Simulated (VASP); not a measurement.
BiSbS4: single point with PBE

Crystal: BiSbS4.

```
Sb Bi S
1.0
     1.90879   -3.30612    0.00000
    -5.72637   -3.30612    0.00000
     0.00000    0.00000  -12.98055
Sb Bi S
2 2 8
Direct
  0.00000 0.00000 0.50000
  0.50000 0.50000 0.50000
  0.00000 0.00000 0.00000
  0.50000 0.50000 0.00000
  0.00000 0.66667 0.38333
  0.50000 0.16667 0.38333
  0.00000 0.66667 0.87340
  0.50000 0.16667 0.87340
  0.50000 0.83333 0.12660
  0.00000 0.33333 0.12660
  0.50000 0.83333 0.61667
  0.00000 0.33333 0.61667
```

```json
{"Program": "VASP 6.6.1", "Task": "single point", "Functional": "PBE", "Potentials or basis": "VASP PAW PBE potentials, release 64 (Sb, Bi_d, S)", "Cutoff": "500 eV", "k mesh": "6 × 4 × 2", "Occupations": "gaussian, width 0.2 eV", "Spin": "no spin polarisation"}
```

The pressure is -0.1 GPa. The largest force is 0.027 eV/Å. The band gap on the k mesh is zero (bands 44 and 45 overlap by 0.97 eV).

Forces on the atoms (eV/Å):
```
Sb   0.000  0.000  0.000
Sb   0.000  0.000  0.000
Bi   0.000  0.000  0.000
Bi   0.000  0.000  0.000
S   -0.012 -0.007 -0.024
S   -0.012 -0.007 -0.024
S   -0.005 -0.003 -0.026
S   -0.005 -0.003 -0.026
S    0.005  0.003  0.026
S    0.005  0.003  0.026
S    0.012  0.007  0.024
S    0.012  0.007  0.024
```

Stress tensor (GPa, compression positive):
```
-0.02  0.19 -0.04
 0.19 -0.24 -0.02
-0.04 -0.02 -0.07
```

Levels at points of the mesh, in eV from the Fermi level:
```tsv
k point	band 40	band 41	band 42	band 43	band 44	band 45	band 46	band 47	band 48	band 49
(0.00, 0.00, 0.00)	-0.87	-0.82	-0.71	-0.64	-0.64	-0.49	0.24	1.30	2.26	2.53
(0.50, 0.00, 0.00)	-1.50	-1.12	-1.12	0.01	0.01	0.27	0.27	3.22	3.22	3.85
(0.00, 0.50, 0.00)	-1.20	-0.70	-0.70	-0.02	-0.02	0.11	0.11	2.40	2.40	3.10
(0.50, 0.50, 0.00)	-1.40	-0.87	-0.87	-0.81	-0.81	-0.49	-0.49	2.53	2.53	3.09
(0.00, 0.00, 0.50)	-0.88	-0.78	-0.71	-0.64	-0.64	-0.19	-0.04	1.32	2.26	2.56
(0.50, 0.00, 0.50)	-1.37	-1.09	-1.09	0.08	0.08	0.22	0.22	3.32	3.32	3.56
(0.00, 0.50, 0.50)	-1.26	-0.70	-0.70	-0.10	-0.10	0.18	0.18	2.41	2.41	3.07
(0.50, 0.50, 0.50)	-1.34	-0.88	-0.88	-0.78	-0.78	-0.71	-0.71	2.62	2.62	3.05
```

Wall time 10 min on 1 thread of Oxide Virtual Turin-like Processor, with other jobs on the host, peak memory 0.53 GiB.

Caveat: spin-orbit coupling is left out, which moves the levels of the heavy elements; this functional lacks dispersion, which binds layers or chains, so the pressure and a relaxed spacing across them are unreliable.
